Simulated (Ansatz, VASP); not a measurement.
## One calculation of RbBr, two programs

```
Rb Br
1.0
     5.92348    0.00000    0.00000
     0.00000    5.92348    0.00000
     0.00000    0.00000    4.19543
Rb Br
2 2
Direct
  0.00000 0.00000 0.00000
  0.50000 0.50000 0.00000
  0.50000 0.00000 0.49737
  0.00000 0.50000 0.50263
```

Alike in both runs: functional PBE; k mesh 3 × 3 × 3; occupations gaussian, width 0.15 eV; no spin polarisation.

Ansatz relaxed the structure, and its values are those at the end. VASP's run is a single point on that final structure, the one shown.

|  | VASP | Ansatz |
| --- | --- | --- |
| version | VASP 6.6.1 | Ansatz 0.2.0 |
| potentials or method | VASP PAW PBE potentials, release 64 (Rb_sv, Br), cutoff 500 eV | scalar-relativistic, plane waves, PAW |
| valence electrons in the cell | 32 | 32 |

|  | VASP | Ansatz | Ansatz less VASP |
| --- | --- | --- | --- |
| gap on the k mesh at the Fermi level (eV) | 3.93 | 3.93 | +0.001 |
| least direct gap on the mesh (eV) | 3.93 | 3.93 | +0.001 |
| pressure (GPa) | 0.1 | 0.1 | -0.02 |

The k mesh is coarse, so the values compare programs but aren't converged.
